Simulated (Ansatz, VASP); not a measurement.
## NbI7: VASP beside Ansatz

```xyz
8
Lattice="-4.0141 4.0141 4.0141 4.0141 -4.0141 4.0141 4.0141 4.0141 -4.0141" Properties=species:S:1:pos:R:3 pbc="T T T"
Nb    0.0000    0.0000    0.0000
I     4.0141    0.0000    0.0000
I     0.0000    0.0000    4.0141
I     0.0000    4.0141    0.0000
I     2.0070    2.0070   -2.0070
I     2.0070   -2.0070    2.0070
I    -2.0070    2.0070    2.0070
I     2.0070    2.0070    2.0070
```

Change from the starting cell: species swapped into the Fe7Co type (Im-3m, No. 229).

Alike in both runs: task single point; functional PBE; k mesh 4 × 4 × 4; occupations gaussian, width 0.1 eV; collinear spin.

```csv
,VASP,Ansatz
version,VASP 6.6.1,Ansatz 0.2.0
potentials or method,"VASP PAW PBE potentials, release 64 (Nb_sv, I), cutoff 520 eV","scalar-relativistic, plane waves, PAW"
valence electrons in the cell,62,132
```

Ansatz gave:

| Property | Result |
| --- | --- |
| gap on the k mesh at the Fermi level (eV) | none |
| pressure (GPa) | 1.0 |
| net moment per atom (μB) | 0.20 |
| size of the moment on the site where the two differ most (μB) | 2.50 |

**Question.** What did VASP give for the same quantities?

**Answer.** gap on the k mesh at the Fermi level (eV): none; pressure (GPa): 0.9; net moment per atom (μB): 0.20; size of the moment on the site where the two differ most (μB): 2.14.

Site moments also hang on the region over which each program counts them. A gap of «none» marks a metal or a gap that the smearing closes. VASP's potentials hold 62 valence electrons a cell and Ansatz's 132, so a difference there can come from the potentials and not from the codes.

Spin-orbit coupling is off throughout.
